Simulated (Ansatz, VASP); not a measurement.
**Two plane-wave programs on Se**

```xyz
1
Lattice="-1.6455 1.6455 1.6455 1.6455 -1.6455 1.6455 1.6455 1.6455 -1.6455" Properties=species:S:1:pos:R:3 pbc="T T T"
Se    0.0000    0.0000    0.0000
```

Alike in both runs: task single point; functional r2SCAN; k mesh 15 × 15 × 15; occupations fermi-dirac, width 0.1 eV; no spin polarisation.

|  | VASP | Ansatz |
| --- | --- | --- |
| version | VASP 6.6.1 | Ansatz 0.2.0 |
| potentials or method | VASP PAW PBE potentials, release 64 (Se), cutoff 520 eV | plane waves (500 eV) with PAW, scalar-relativistic |
| valence electrons in the cell | 6 | 16 |

VASP gave:

* pressure (GPa): 13.3

**Question.** Estimate Ansatz's values.

**Answer.** Pressure (GPa): 13.4.

VASP's potentials were made for PBE, not for r2SCAN. VASP's potentials hold 6 valence electrons a cell and Ansatz's 16, so a difference there can come from the potentials and not from the codes.
